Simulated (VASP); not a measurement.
Set up this calculation in VASP 6.6.1, as the native input.

```yaml
Task: relaxation of cell and atoms
Functional: PBE
Potentials_or_basis: VASP PAW PBE potentials, release 64 (Li_sv, Si)
Cutoff: 600 eV
k_mesh: 12 × 12 × 8
Occupations: gaussian, width 0.1 eV
Spin: no spin polarisation
Dipole_correction: no
Further_INCAR_settings: ALGO = Fast; EDIFF = 1e-06; IBRION = 2; EDIFFG = -0.01; NSW = 100; ISIF = 3
```

The structure of Li2Si3 lies in POSCAR:

```
Li2Si3
1.0
    4.0679816847      0.0000000000      0.0000000000
   -2.0339908424      3.5229754811      0.0000000000
    0.0000000000      0.0000000000      5.0304602321
Li Si
2 3
Direct
    0.3333333333      0.6666666667      0.1444791664
    0.6666666667      0.3333333333      0.8555208336
    0.0000000000      0.0000000000      0.0000000000
    0.3333333333      0.6666666667      0.6346269790
    0.6666666667      0.3333333333      0.3653730210
```

These files were run (other wordings do the same):

INCAR

```
PREC = Accurate
ENCUT = 600
EDIFF = 1E-6
ISMEAR = 0
SIGMA = 0.1
LREAL = F
LASPH = T
NELM = 100
ALGO = Fast
ISIF = 3
LWAVE = F
LCHARG = F
GGA = PE
IBRION = 2
NSW = 100
EDIFFG = -0.01
```

KPOINTS

```
Automatic mesh
0
Gamma
  12 12 8
```

Potentials or basis: VASP PAW PBE potentials, release 64 (Li_sv, Si).

Command:

```sh
$ cat potpaw_PBE.64/Li_sv/POTCAR potpaw_PBE.64/Si/POTCAR > POTCAR
$ mpirun -np 1 vasp_std > vasp.out
```

It gave:

* Relaxed volume: 14.43 Å³/atom
* Relaxed cell: a = 4.069 Å, b = 4.069 Å, c = 5.034 Å, α = 90.00°, β = 90.00°, γ = 120.00°
* Space group after relaxing (to 0.1 Å): P-3m1 (No. 164)
* Energy gained by relaxing: 0.0 meV/atom
* Ionic steps: 5
* Pressure after relaxing: 0.0 GPa
* Largest force after relaxing: 0.009 eV/Å
* Band gap on the k mesh: zero (bands 9 and 10 overlap by 3.49 eV)

Caveat: the cutoff is under 1.25 times the usual one of these potentials, so pressure, stress and relaxed cells hold a basis-set (Pulay) error.

It took 4.3 min on 1 thread of Oxide Virtual Turin-like Processor (shared host), peak memory 0.26 GiB.
